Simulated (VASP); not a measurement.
Zn5CdS6: single point with PBE

Crystal: Zn5CdS6.

```
Zn Cd S
1.0
     6.75848    0.00000    0.00000
    -3.37924    5.85302    0.00000
     0.00000    0.00000    6.38718
Zn Cd S
5 1 6
Direct
  0.66055 0.00000 0.99960
  0.33945 0.33945 0.99960
  0.00000 0.66055 0.99960
  0.66667 0.33333 0.50038
  0.33333 0.66667 0.50038
  0.00000 0.00000 0.50072
  0.64540 0.00000 0.36895
  0.35460 0.35460 0.36895
  0.00000 0.64540 0.36895
  0.00000 0.00000 0.90074
  0.66667 0.33333 0.87105
  0.33333 0.66667 0.87105
```

```yaml
Program: VASP 6.6.1
Task: single point
Functional: PBE
Potentials_or_basis: VASP PAW PBE potentials, release 64 (Zn, Cd, S)
Cutoff: 520 eV
k_mesh: 6 × 6 × 4
Occupations: gaussian, width 0.02 eV
Spin: no spin polarisation
Dipole_correction: no
k_mesh_for_the_DOS: 9 × 9 × 6
Occupations_for_the_DOS: tetrahedron
Further_INCAR_settings: ALGO = Normal; EDIFF = 1e-06
```

```yaml
Valence_electrons_inside_the_program's_atomic_spheres: Zn 10.74, 10.78 (each value once); Cd 10.30; S 3.74, 3.73 (each value once)
```

Levels at points of the mesh, in eV from the valence-band top:
| k point | band 52 | band 53 | band 54 | band 55 | band 56 | band 57 |
| --- | --- | --- | --- | --- | --- | --- |
| (0.00, 0.00, 0.00) | -0.09 | 0.00 | 0.00 | 1.84 | 2.96 | 4.42 |
| (0.00, 0.00, 0.50) | -0.54 | -0.35 | -0.35 | 3.19 | 3.43 | 4.25 |

It took 29 min on 1 thread of Oxide Virtual Turin-like Processor, on a shared host, peak memory 0.82 GiB.
